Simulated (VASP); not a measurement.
Runs of VASP 6.6.1 on Ta. The structure is that of space group Fm-3m (No. 225), or close to it. The cells are those of the table. 

| task | cell | k mesh | cutoff (eV) | gap on the mesh (eV) | pressure (GPa) |
| --- | --- | --- | --- | --- | --- |
| single point | a = 3.094 Å, angles 60.0°, 1 atom | 14 × 14 × 14 | 520 | none | -11.0 |
| single point | a = 2.975 Å, angles 60.0°, 1 atom | 14 × 14 × 14 | 520 | none | 8.9 |
| single point | a = 3.016 Å, angles 60.0°, 1 atom | 14 × 14 × 14 | 520 | none | 0.9 |
| relaxation of cell and atoms | relaxed from a = 2.945 Å, angles 60.0°, 1 atom | 13 × 13 × 13 | 600 | none | -0.1 |
| single point | a = 3.132 Å, angles 60.0°, 1 atom | 14 × 14 × 14 | 520 | none | (a) |
| single point | a = 3.016 Å, angles 60.0°, 1 atom | 13 × 13 × 13 | 520 | none | 0.8 |
| single point | a = 3.016 Å, angles 60.0°, 1 atom | 21 × 21 × 21 | 520 | none | 0.9 |
| single point | a = 2.890 Å, angles 60.0°, 1 atom | 14 × 14 × 14 | 520 | none | (b) |
| single point | a = 2.933 Å, angles 60.0°, 1 atom | 14 × 14 × 14 | 520 | none | 18.5 |
| single point | a = 3.055 Å, angles 60.0°, 1 atom | 14 × 14 × 14 | 520 | none | -5.6 |

Alike in all rows: level BLYP; potentials or basis VASP PAW PBE potentials, release 64 (Ta_pv); no spin polarisation; smearing fermi-dirac 0.1 eV.

Fill in the values left out.

(a) -15.4; (b) 30.1.

Caveats: the PAW data sets were made with another functional, which shifts forces and pressure a little; spin-orbit coupling is left out, which moves the levels of the heavy elements.

A k mesh can miss the band edges, and the runs leave out spin-orbit coupling on Ta.

A gap of «none» marks levels without a gap at the run's occupations.
